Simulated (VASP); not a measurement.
Se, 4 atoms in the cell. The structure is hexagonal, space group P6_3/mmc (No. 194). The conventional cell has a = 3.136 Å, b = 3.136 Å, c = 10.242 Å, α = 90.00°, β = 90.00°, γ = 120.00°. Se (site symmetry -3m) has 12 Se at 3.14 Å within 4.1 Å. Within 4.1 Å of Se (site symmetry -6m2) lie 12 Se at 3.14 Å. This isn't the form of Se at room conditions, which is trigonal, of chains.

- Program: VASP 6.6.1
- Task: relaxation of cell and atoms
- Functional: revPBE
- Potentials or basis: VASP PAW PBE potentials, release 64 (Se)
- Cutoff: 600 eV
- k mesh: 12 × 12 × 3
- Occupations: fermi-dirac, width 0.1 eV
- Spin: no spin polarisation
- Dipole correction: no
- Further INCAR settings: ALGO = Normal; EDIFF = 1e-06; IBRION = 2; EDIFFG = -0.01; NSW = 80; ISIF = 3

Potentials or basis: VASP PAW PBE potentials, release 64 (Se).

Command:

```console
$ cat potpaw_PBE.64/Se/POTCAR > POTCAR
$ mpirun -np 1 vasp_std > vasp.out
```

Hardware: 1 thread of AMD EPYC 7R13 (shared host).

Problem. Estimate the wall time of this run.

Solution. Run time: 29 min on 1 thread of AMD EPYC 7R13, on a shared host, peak memory 0.25 GiB. Counts: scf iterations 160, k points 38, ion steps 22.
